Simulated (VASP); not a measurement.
Input of a VASP 6.6.1 run:

INCAR

```
SYSTEM = SiC
AGGAC = 1.0
AGGAX = 1.0
ALDAC = 0.0
ALDAX = 1.0
ALGO = Normal
EDIFF = 1E-6
ENCUT = 520
GGA = B5
ISIF = 2
ISMEAR = -1
IVDW = 13
LASPH = .TRUE.
LCHARG = .TRUE.
LELF = .TRUE.
LREAL = .FALSE.
LVHAR = .TRUE.
LWAVE = .FALSE.
NBANDS = 36
NELM = 100
PREC = Accurate
SIGMA = 0.05
VDW_A1 = 0.44488865
VDW_A2 = 4.0933009
VDW_S6 = 1.0
VDW_S8 = 2.34076671
```

File KPOINTS:

```
k-points
0
G
  10 10 2
  0 0 0
```

File POSCAR:

```
SiC
1.0
    3.0750036000      0.0000000000      0.0000000000
   -1.5375018000      2.6630312343      0.0000000000
    0.0000000000      0.0000000000     15.0934240547
Si C
6 6
Direct
    0.6666666667      0.3333333333      0.4582658711
    0.3333333333      0.6666666667      0.9582658711
    0.6666666667      0.3333333333      0.7918109783
    0.3333333333      0.6666666667      0.2918109783
    0.0000000000      0.0000000000      0.6250559044
    0.0000000000      0.0000000000      0.1250559044
    0.6666666667      0.3333333333      0.3333081332
    0.3333333333      0.6666666667      0.8333081332
    0.6666666667      0.3333333333      0.6668717057
    0.3333333333      0.6666666667      0.1668717057
    0.0000000000      0.0000000000      0.4996874074
    0.0000000000      0.0000000000     -0.0003125926
```

Potentials or basis: VASP PAW PBE potentials, release 64 (Si, C).

The run is started by

```sh
$ cat potpaw_PBE.64/Si/POTCAR potpaw_PBE.64/C/POTCAR > POTCAR
$ mpirun -np 1 vasp_std > vasp.out
```

Task: Estimate the band gap on the k mesh.

Result: 2.33 eV (least direct gap 3.43 eV).

Task: Estimate the dispersion energy per atom.

Result: -0.643 eV.

Task: Predict the pressure.

Result: 0.6 GPa.

Forces on the atoms (eV/Å):
```
Si   0.000  0.000  0.001
Si   0.000  0.000  0.001
Si   0.000  0.000  0.002
Si   0.000  0.000  0.002
Si   0.000  0.000  0.005
Si   0.000  0.000  0.005
C    0.000  0.000 -0.003
C    0.000  0.000 -0.003
C    0.000  0.000 -0.003
C    0.000  0.000 -0.003
C    0.000  0.000 -0.003
C    0.000  0.000 -0.003
```

Caveat: the PAW data sets were made with another functional, which shifts forces and pressure a little. A k mesh can miss the band edges.
